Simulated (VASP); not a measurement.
# HfC2 (Fm-3m) in VASP: further runs

HfC2 is run at these levels: PBE; tasks: single point, relaxation of cell and atoms.

Program: VASP 6.6.1. These are calculated values, not measurements. Logs are shortened: lines on timing, memory, paths and dates and some standing lists are left out, and cuts for length are marked.

**1. The cell of the first run**

It takes space group Fm-3m (No. 225, cubic). Conventional cell: a = 5.317 Å, b = 5.317 Å, c = 5.317 Å, α = 90.00°, β = 90.00°, γ = 90.00°. Hf (site symmetry m-3m) has 8 C at 2.30 Å within 3.0 Å. Within 3.0 Å of C (site symmetry -43m) lie 4 Hf at 2.30 Å and 6 C at 2.66 Å.

**2. Single point, PBE**

Contents of INCAR:

```
SYSTEM = HfC2
PREC = Accurate
ENCUT = 520
EDIFF = 1E-7
ISMEAR = 0
SIGMA = 0.1
LREAL = .FALSE.
LASPH = .TRUE.
NELM = 60
ALGO = Normal
ISIF = 2
LWAVE = .FALSE.
LCHARG = .TRUE.
GGA = PE
LELF = .TRUE.
LVHAR = .TRUE.
NBANDS = 16
```

Contents of KPOINTS:

```
regular mesh
0
G
  6 6 6
  0 0 0
```

Contents of POSCAR:

```
HfC2
1.0
    0.0000000000      2.6584063917      2.6584063917
    2.6584063917      0.0000000000      2.6584063917
    2.6584063917      2.6584063917      0.0000000000
Hf C
1 2
Direct
    0.5000000000      0.5000000000      0.5000000000
    0.7500000000      0.7500000000      0.7500000000
    0.2500000000      0.2500000000      0.2500000000
```

Potentials or basis: VASP PAW PBE potentials, release 64 (Hf_pv, C).

Command:

```console
> cat potpaw_PBE.64/Hf_pv/POTCAR potpaw_PBE.64/C/POTCAR > POTCAR
> mpirun -np 1 vasp_std > vasp.out
```

OUTCAR:

```text
SYSTEM = HfC2
   PREC = Accurate
   ENCUT = 520
   EDIFF = 1E-7
   ISMEAR = 0
   LREAL = .FALSE.
   LASPH = .TRUE.
   NELM = 60
   ISIF = 2
   GGA = PE

 ion  position               nearest neighbor table
   1  0.500  0.500  0.500-   3 2.30   3 2.30   3 2.30   2 2.30   3 2.30   2 2.30   2 2.30   2 2.30

   2  0.750  0.750  0.750-   1 2.30   1 2.30   1 2.30   1 2.30
   3  0.250  0.250  0.250-   1 2.30   1 2.30   1 2.30   1 2.30

  LATTYP: Found a face centered cubic cell.
 ALAT       =     5.3168127834

  Lattice vectors:

 A1 = (   0.0000000000,   2.6584063917,   2.6584063917)
 A2 = (   2.6584063917,   0.0000000000,   2.6584063917)
 A3 = (   2.6584063917,   2.6584063917,   0.0000000000)

Analysis of symmetry for initial positions (statically):
=====================================================================
 Subroutine PRICEL returns:
 Original cell was already a primitive cell.

 Routine SETGRP: Setting up the symmetry group for a
 face centered cubic supercell.

 Subroutine GETGRP returns: Found 48 space group operations
 (whereof 48 operations were pure point group operations)
 out of a pool of 48 trial point group operations.

The static configuration has the point symmetry O_h .

Analysis of symmetry for dynamics (positions and initial velocities):
=====================================================================
 Subroutine PRICEL returns:
 Original cell was already a primitive cell.

 Routine SETGRP: Setting up the symmetry group for a
 face centered cubic supercell.

 Subroutine GETGRP returns: Found 48 space group operations
 (whereof 48 operations were pure point group operations)
 out of a pool of 48 trial point group operations.

The dynamic configuration has the point symmetry O_h .

 Subroutine INISYM returns: Found 48 space group operations
 (whereof 48 operations are pure point group operations),
 and found     1 'primitive' translations

----------------------------------------------------------------------------------------

                                     Primitive cell

  volume of cell :      37.5746

  direct lattice vectors                    reciprocal lattice vectors
     0.000000000  2.658406392  2.658406392    -0.188082605  0.188082605  0.188082605
     2.658406392  0.000000000  2.658406392     0.188082605 -0.188082605  0.188082605
     2.658406392  2.658406392  0.000000000     0.188082605  0.188082605 -0.188082605

  length of vectors
     3.759554373  3.759554373  3.759554373     0.325768628  0.325768628  0.325768628

  position of ions in fractional coordinates (direct lattice)
     0.500000000  0.500000000  0.500000000
     0.750000000  0.750000000  0.750000000
     0.250000000  0.250000000  0.250000000

  ion indices of the primitive-cell ions
   primitive index   ion index
                 1           1
                 2           2
                 3           3

----------------------------------------------------------------------------------------

 KPOINTS: regular mesh

Automatic generation of k-mesh.
 Grid dimensions read from file:
 generate k-points for:    6    6    6

 Generating k-lattice:

  Cartesian coordinates                     Fractional coordinates (reciprocal lattice)
    -0.031347101  0.031347101  0.031347101     0.166666667  0.000000000  0.000000000
     0.031347101 -0.031347101  0.031347101     0.000000000  0.166666667  0.000000000
     0.031347101  0.031347101 -0.031347101     0.000000000  0.000000000  0.166666667

  Length of vectors
     0.054294771  0.054294771  0.054294771

  Shift w.r.t. Gamma in fractional coordinates (k-lattice)
     0.000000000  0.000000000  0.000000000

 Subroutine IBZKPT returns following result:
 ===========================================

 Found     16 irreducible k-points:

 Following reciprocal coordinates:
            Coordinates               Weight
  0.000000  0.000000  0.000000      1.000000
  0.166667  0.000000  0.000000      8.000000
  0.333333  0.000000  0.000000      8.000000
  0.500000  0.000000  0.000000      4.000000
  0.166667  0.166667  0.000000      6.000000
  0.333333  0.166667  0.000000     24.000000
[... 8 lines left out ...]
 -0.333333  0.333333  0.166667     24.000000
 -0.333333  0.500000  0.166667     12.000000
   k-points           NKPTS =     16   k-points in BZ     NKDIM =     16   number of bands    NBANDS=     16
   number of dos      NEDOS =    301   number of ions     NIONS =      3
   total plane-waves  NPLWV =  21952
   dimension x,y,z NGX =    28 NGY =   28 NGZ =   28
   dimension x,y,z NGXF=    56 NGYF=   56 NGZF=   56
   ions per type =               1   2
   NGX,Y,Z   is equivalent  to a cutoff of  12.38, 12.38, 12.38 a.u.
   NGXF,Y,Z  is equivalent  to a cutoff of  24.76, 24.76, 24.76 a.u.
 SYSTEM =  HfC2
   PREC   = accura    normal or accurate (medium, high low for compatibility)
   ISTART =      0    job   : 0-new  1-cont  2-samecut
   ICHARG =      2    charge: 1-file 2-atom 10-const
   ISPIN  =      1    spin polarized calculation?
   LNONCOLLINEAR =      F non collinear calculations
   LSORBIT =      F    spin-orbit coupling
   LASPH  =      T    aspherical Exc in radial PAW
   ENCUT  =  520.0 eV  38.22 Ry    6.18 a.u.   6.99  6.99  6.99*2*pi/ulx,y,z
   NELM   =     60;   NELMIN=  2; NELMDL= -5     # of ELM steps
   EDIFF  = 0.1E-06   stopping-criterion for ELM
   LREAL  =      F    real-space projection
   EDIFFG = 0.1E-05   stopping-criterion for IOM
   NSW    =      0    number of steps for IOM
   IBRION =     -1    ionic relax: 0-MD 1-quasi-New 2-CG
   NFREE  =      0    steps in history (QN), initial steepest desc. (CG)
   ISIF   =      2    stress and relaxation
   ISYM   =      2    0-nonsym 1-usesym 2-fastsym
   POTIM  = 0.5000    time-step for ionic-motion
   TEBEG  =    0.0;   TEEND  =   0.0 temperature during run
   PSTRESS=    0.0 pullay stress
   NELECT =      18.0000    total number of electrons
   NUPDOWN=      -1.0000    fix difference up-down
   EMIN   =  10.00;   EMAX   =-10.00  energy-range for DOS
   EFERMI =   0.00;   METHOD = LEGACY
   ISMEAR =     0;   SIGMA  =   0.10  broadening in eV -4-tet -1-fermi 0-gaus
   EFERMI_NEDOS =   21; number of points for ismear=-14 and -15
   IALGO  =     38    algorithm
   IMIX   =      4    mixing-type and parameters
     AMIX     =   0.40;   BMIX     =  1.00
     AMIX_MAG =   1.60;   BMIX_MAG =  1.00
  volume/ion in A,a.u.               =      12.52        84.52
  Fermi-wavevector in a.u.,A,eV,Ry     =   1.280956  2.420656 22.325105  1.640849
  Thomas-Fermi vector in A             =   2.413354
   LORBIT       =      0    0 simple, 1 ext, 2 COOP (PROOUT), +10 PAW based schemes
   GGA     = PE    functional components
   LHFCALC =     F    Hartree Fock is set to
   AEXX    =    0.0000 exact exchange contribution
   IVDW    =     0    specifies the selected vdW correction
   LEPSILON=     F    determine dielectric tensor
   LRPA    =     F    only Hartree local field effects (RPA)
 non-spin polarized calculation
 Gauss-broadening in eV      SIGMA  =   0.10
  energy-cutoff  :      520.00
  volume of cell :       37.57
 maximum number of plane-waves:      1020
   NGX = 13   NGY = 13   NGZ = 13

 number of electron      18.0000000 magnetization

 Free energy of the ion-electron system (eV)
  ---------------------------------------------------
  ext. energy  EPLUGINS =         0.00000000
  ---------------------------------------------------
  free energy    TOTEN  =       -24.65769247 eV

  energy without entropy =      -24.64800751  energy(sigma->0) =      -24.65284999

 E-fermi :   4.7294     XC(G=0): -11.4244

 val. band max:        4.6331083433   @ k =   0.5000   0.1667   0.0000
 cond. band min:       4.7611217905   @ k =   0.5000   0.3333   0.0000
 fundamental gap:      0.1280134472
 Fermi energy:         4.7294332983

 k-point     1 :       0.0000    0.0000    0.0000
  band No.  band energies     occupation
      1     -25.4141      2.00000
      2     -25.4141      2.00000
      3     -25.4141      2.00000
      4      -8.2633      2.00000
      5      -1.6519      2.00000
      6       0.2882      2.00000
[... 8 lines left out ...]
     15      15.5093      0.00000
     16      15.5093      0.00000

 k-point     2 :       0.1667    0.0000    0.0000
  band No.  band energies     occupation
      1     -25.4716      2.00000
      2     -25.4224      2.00000
      3     -25.4224      2.00000
      4      -7.8190      2.00000
      5      -2.8473      2.00000
      6       0.5615      2.00000
[... 8 lines left out ...]
     15      14.4172      0.00000
     16      14.4172      0.00000

 k-point     3 :       0.3333    0.0000    0.0000
  band No.  band energies     occupation
      1     -25.5837      2.00000
      2     -25.4390      2.00000
      3     -25.4390      2.00000
      4      -6.7741      2.00000
      5      -4.0346      2.00000
      6       1.1051      2.00000
[... 8 lines left out ...]
     15      14.2378      0.00000
     16      14.2378      0.00000

 k-point     4 :       0.5000    0.0000    0.0000
  band No.  band energies     occupation
      1     -25.6385      2.00000
      2     -25.4472      2.00000
      3     -25.4472      2.00000
      4      -6.1107      2.00000
      5      -4.4906      2.00000
      6       1.3364      2.00000
[... 8 lines left out ...]
     15      14.1631      0.00000
     16      14.5583      0.00000
[... 172 lines left out ...]
 k-point    14 :       0.5000    0.3333    0.1667
  band No.  band energies     occupation
      1     -25.5852      2.00000
      2     -25.5070      2.00000
      3     -25.4655      2.00000
      4      -5.8179      2.00000
      5      -4.4764      2.00000
      6       0.5374      2.00000
[... 8 lines left out ...]
     15      12.7136      0.00000
     16      13.7651      0.00000

 k-point    15 :      -0.3333    0.3333    0.1667
  band No.  band energies     occupation
      1     -25.5909      2.00000
      2     -25.5369      2.00000
      3     -25.4776      2.00000
      4      -5.1808      2.00000
      5      -4.7040      2.00000
      6       0.3325      2.00000
[... 8 lines left out ...]
     15      12.8432      0.00000
     16      13.3613      0.00000

 k-point    16 :      -0.3333    0.5000    0.1667
  band No.  band energies     occupation
      1     -25.6014      2.00000
      2     -25.5309      2.00000
      3     -25.4962      2.00000
      4      -4.7866      2.00000
      5      -4.7602      2.00000
      6      -0.6776      2.00000
[... 8 lines left out ...]
     15      12.5168      0.00000
     16      13.1327      0.00000

------------------------ aborting loop because EDIFF is reached ----------------------------------------

  FORCE on cell =-STRESS in cart. coord.  units (eV):
  Direction    XX          YY          ZZ          XY          YZ          ZX
  --------------------------------------------------------------------------------------
  -------------------------------------------------------------------------------------
  Total       -0.1797576     -0.1797576     -0.1797576     -0.0000000      0.0000000     -0.0000000
  in kB       -7.6648492     -7.6648492     -7.6648492     -0.0000000      0.0000000     -0.0000000
  external PRESSURE =      -7.6648492 kB  Pullay stress =       0.0000000 kB

 VOLUME and BASIS-vectors are now :
 -----------------------------------------------------------------------------
  energy-cutoff  :      520.00
  volume of cell :       37.57
      direct lattice vectors                 reciprocal lattice vectors
     0.000000000  2.658406392  2.658406392    -0.188082605  0.188082605  0.188082605
     2.658406392  0.000000000  2.658406392     0.188082605 -0.188082605  0.188082605
     2.658406392  2.658406392  0.000000000     0.188082605  0.188082605 -0.188082605

 POSITION                                       TOTAL-FORCE (eV/Angst)
 -----------------------------------------------------------------------------------
      2.65841      2.65841      2.65841        -0.000000     -0.000000     -0.000000
      3.98761      3.98761      3.98761         0.000000      0.000000     -0.000000
      1.32920      1.32920      1.32920        -0.000000     -0.000000      0.000000
 -----------------------------------------------------------------------------------
    total drift:                                0.000000      0.000000      0.000000

  FREE ENERGIE OF THE ION-ELECTRON SYSTEM (eV)
  ---------------------------------------------------
  free  energy   TOTEN  =       -24.6576924741 eV

  energy  without entropy=      -24.6480075106  energy(sigma->0) =      -24.65284999
```

Wall time 9.3 s (1 thread of Intel Xeon Platinum 8559C (Emerald Rapids), shared host); peak memory 0.16 GiB.

What came out:

```
Free energy            : -24.6577 eV
Pressure               : -0.8 GPa
Band gap on the k mesh : zero (band 9 reaches 6.60 eV, above the bottom of band 10 at 4.29 eV)
```

Levels at points of the mesh, in eV from the Fermi level:
```csv
k point,band 5,band 6,band 7,band 8,band 9,band 10,band 11,band 12,band 13,band 14
"(0.00, 0.00, 0.00)",-6.38,-4.44,-4.44,-4.44,1.87,1.87,1.87,2.59,2.59,9.36
"(0.50, 0.00, 0.00)",-9.22,-3.39,-3.39,-1.14,-0.60,-0.15,-0.15,3.43,3.43,7.42
"(0.50, 0.50, 0.00)",-9.47,-6.06,-2.44,-2.44,0.11,0.11,2.79,3.06,4.22,7.96
```

Caveat: spin-orbit coupling is left out, which moves the levels of the heavy elements.

**3. Relaxation of cell and atoms, PBE**

This run uses another cell than the first one, of 18.17 Å³/atom, 1.451 times its volume.

Contents of INCAR:

```
  ALGO = Normal
  EDIFF = 1E-7
  EDIFFG = -0.04
  ENCUT = 600
  GGA = PE
  IBRION = 2
  ISIF = 3
  ISMEAR = 0
  LASPH = True
  LCHARG = False
  LREAL = False
  LWAVE = False
  NELM = 100
  NSW = 90
  PREC = Accurate
  SIGMA = 0.1
```

Contents of KPOINTS:

```
k-points
0
Gamma
  6 6 6
```

Contents of POSCAR:

```
HfC2
1.0
    0.0000000000      3.0094783400      3.0094783400
    3.0094783400      0.0000000000      3.0094783400
    3.0094783400      3.0094783400      0.0000000000
Hf C
1 2
Direct
    0.5000000000      0.5000000000      0.5000000000
    0.7500000000      0.7500000000      0.7500000000
    0.2500000000      0.2500000000      0.2500000000
```

Potentials or basis: VASP PAW PBE potentials, release 64 (Hf_pv, C).

Command:

```console
> cat potpaw_PBE.64/Hf_pv/POTCAR potpaw_PBE.64/C/POTCAR > POTCAR
> mpirun -np 1 vasp_std > vasp.out
```

It took 44 s on 1 thread of Intel Xeon Platinum 8559C (Emerald Rapids), shared host; peak memory 0.22 GiB.

It converged, with:

```yaml
Free_energy: -24.6713 eV
Relaxed_volume: 12.50 Å³/atom
Relaxed_cell: a = 3.757 Å, b = 3.757 Å, c = 3.757 Å, α = 60.00°, β = 60.00°, γ = 60.00°
Space_group_after_relaxing_to_0.05_Å: Fm-3m (No. 225)
Energy_gained_by_relaxing: 762.9 meV/atom
Ionic_steps: 5
Pressure_after_relaxing: -0.5 GPa
Band_gap_on_the_k_mesh: zero (band 9 reaches 6.62 eV, above the bottom of band 10 at 4.31 eV)
```

The path:
```
step  energy change (eV)  largest force (eV/Å)  pressure (GPa)  volume (Å³)
   1              0.0000                0.0000          -30.96        54.51
   2             -1.5348                0.0000           45.17        31.24
   3             -2.2882                0.0000           -0.89        37.58
   4             -2.2885                0.0000            0.52        37.29
   5             -2.2886                0.0000           -0.46        37.49
```

Final structure:
```
CELL_PARAMETERS angstrom
0.00000 2.65651 2.65651
2.65651 0.00000 2.65651
2.65651 2.65651 0.00000
ATOMIC_POSITIONS crystal
Hf 0.50000 0.50000 0.50000
C 0.75000 0.75000 0.75000
C 0.25000 0.25000 0.25000
```

Levels at points of the mesh, in eV from the Fermi level:
| k point | band 6 | band 7 | band 8 | band 9 | band 10 | band 11 | band 12 | band 13 |
| --- | --- | --- | --- | --- | --- | --- | --- | --- |
| (0.00, 0.00, 0.00) | -4.45 | -4.45 | -4.45 | 1.88 | 1.88 | 1.88 | 2.59 | 2.59 |
| (0.50, 0.00, 0.00) | -3.40 | -3.40 | -1.14 | -0.60 | -0.15 | -0.15 | 3.44 | 3.44 |
| (0.50, 0.50, 0.00) | -6.07 | -2.44 | -2.44 | 0.11 | 0.11 | 2.80 | 3.06 | 4.23 |

Caveat: the volume moved by over 15 % at a fixed basis, so the end points are rough; spin-orbit coupling is left out, which moves the levels of the heavy elements.
